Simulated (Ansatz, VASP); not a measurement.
# MgZn2TeSe2 in VASP and in Ansatz

```xyz
6
Lattice="5.3590 0.0000 0.0000 0.0000 5.3590 0.0000 0.0000 0.0000 5.8599" Properties=species:S:1:pos:R:3 pbc="T T T"
Mg    0.0000    0.0000    2.7092
Zn    2.6795    0.0000    0.3753
Zn    0.0000    2.6795    0.3753
Te    0.0000    0.0000    5.5886
Se    2.6795    0.0000    2.8096
Se    0.0000    2.6795    2.8096
```

Alike in both runs: functional PBE; k mesh 2 × 2 × 3; occupations gaussian, width 0.15 eV; no spin polarisation.

Ansatz relaxed the structure, and its values are those at the end. VASP's run is a single point on that final structure, the one shown.

|  | VASP | Ansatz |
| --- | --- | --- |
| version | VASP 6.6.1 | Ansatz 0.2.0 |
| potentials or method | VASP PAW PBE potentials, release 64 (Mg, Zn, Te, Se), cutoff 520 eV | scalar-relativistic, plane waves, PAW |
| valence electrons in the cell | 44 | 82 |

|  | VASP | Ansatz | Ansatz less VASP |
| --- | --- | --- | --- |
| gap on the k mesh at the Fermi level (eV) | none | none | - |
| pressure (GPa) | 0.3 | 0.3 | -0.03 |
| rms of the force components (eV/Å) | 0.017 | 0.015 | -0.0024 |

A gap of «none» marks a metal or a gap that the smearing closes. With one functional, cell and mesh, what is left measures potentials, basis and numerics. VASP's potentials hold 44 valence electrons a cell and Ansatz's 82, so a difference there can come from the potentials and not from the codes.

The k mesh is coarse, so the values compare programs but aren't converged. Spin-orbit coupling is off throughout.
